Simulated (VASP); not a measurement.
ScSi2: single point with PBE

Crystal: ScSi2.

```
CELL_PARAMETERS angstrom
3.66000 0.00000 0.00000
-1.83000 3.16965 0.00000
0.00000 0.00000 3.87000
ATOMIC_POSITIONS crystal
Sc 0.00000 0.00000 0.00000
Si 0.33333 0.66667 0.50000
Si 0.66667 0.33333 0.50000
```

```json
{"Program": "VASP 6.6.1", "Task": "single point", "Functional": "PBE", "Potentials or basis": "VASP PAW PBE potentials, release 64 (Sc_sv, Si)", "Cutoff": "400 eV", "k mesh": "7 × 7 × 6", "Occupations": "fermi-dirac, width 0.1 eV", "Spin": "no spin polarisation", "Dipole correction": "no", "k mesh for the DOS": "11 × 11 × 9", "Occupations for the DOS": "tetrahedron", "Further INCAR settings": "ALGO = Normal; EDIFF = 1e-06; NBANDS = 16"}
```

- Valence electrons inside the program's atomic spheres: Sc 9.53; Si 1.86

Levels at points of the mesh, in eV from the Fermi level:
```csv
k point,band 6,band 7,band 8,band 9,band 10,band 11,band 12,band 13
"(0.00, 0.00, 0.00)",-3.57,-3.47,-3.47,-2.08,1.07,1.07,1.18,1.65
```

It took 49 s on 1 thread of Intel Xeon 8259CL, with other jobs on the host, peak memory 0.16 GiB.
